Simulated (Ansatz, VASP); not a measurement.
# BeS in VASP and in Ansatz

Contents of INCAR:

```
SYSTEM = BeS
  PREC = Accurate
  ENCUT = 600
  EDIFF = 1E-7
  ISMEAR = 0
  SIGMA = 0.02
  LREAL = .FALSE.
  LASPH = .TRUE.
  NELM = 120
  ALGO = Normal
  ISIF = 3
  LWAVE = .FALSE.
  LCHARG = .FALSE.
  GGA = PS
  IBRION = 2
  NSW = 100
  EDIFFG = -0.002
  GGA_COMPAT = .FALSE.
  NELMIN = 4
```

Contents of KPOINTS:

```
Automatic mesh
0
G
  8 8 8
  0 0 0
```

File POSCAR:

```
BeS
1.0
    0.0000000000      2.4351516500      2.4351516500
    2.4351516500      0.0000000000      2.4351516500
    2.4351516500      2.4351516500      0.0000000000
Be S
1 1
Direct
    0.0000000000      0.0000000000      0.0000000000
    0.2500000000      0.2500000000      0.2500000000
```

Input for Ansatz:

```yaml
crystal:
  lattice:
    - [0.0, 2.43515165, 2.43515165]
    - [2.43515165, 0.0, 2.43515165]
    - [2.43515165, 2.43515165, 0.0]
  atoms:
    - { symbol: Be, position: [0.0, 0.0, 0.0] }
    - { symbol: S, position: [0.25, 0.25, 0.25] }
basis:
  ecutwfc: 420
kpoints:
  mp_grid: { grid: [8, 8, 8] }
hamiltonian:
  xc: pbesol
  pseudopotentials: { kind: paw, azcp: { folder: soft_1 } }
scf:
  occupations: { method: gaussian, width: 0.02 }
output:
  forces: true
  stress: true
  eigenvalues: true
  write_density: true
  write_potential: true
  elf: true
  volumetric_format: npy
relax:
  adjacent_minimum: "off"
  f_tol: 0.002
  max_steps: 80
  cell: { stress_tol: 0.02 }
```

Alike in both runs: task relaxation of cell and atoms; functional PBEsol; k mesh 8 × 8 × 8; occupations gaussian, width 0.02 eV; no spin polarisation.

|  | VASP | Ansatz |
| --- | --- | --- |
| version | VASP 6.6.1 | Ansatz 0.2.0 |
| potentials or method | VASP PAW PBE potentials, release 64 (Be, S), cutoff 600 eV | scalar-relativistic, plane waves, PAW |
| valence electrons in the cell | 8 | 8 |

VASP gave:

- gap on the k mesh at the Fermi level, each at its own relaxed structure (eV): 2.92
- relaxed volume (Å³/atom): 14.18
- relaxed cell length with the largest relative difference (Å): 3.423

Estimate Ansatz's values.

gap on the k mesh at the Fermi level, each at its own relaxed structure (eV): 2.91; relaxed volume (Å³/atom): 14.15; relaxed cell length with the largest relative difference (Å): 3.421.

VASP's potentials were made for PBE, not for PBEsol, and Ansatz warns of the same on its side.
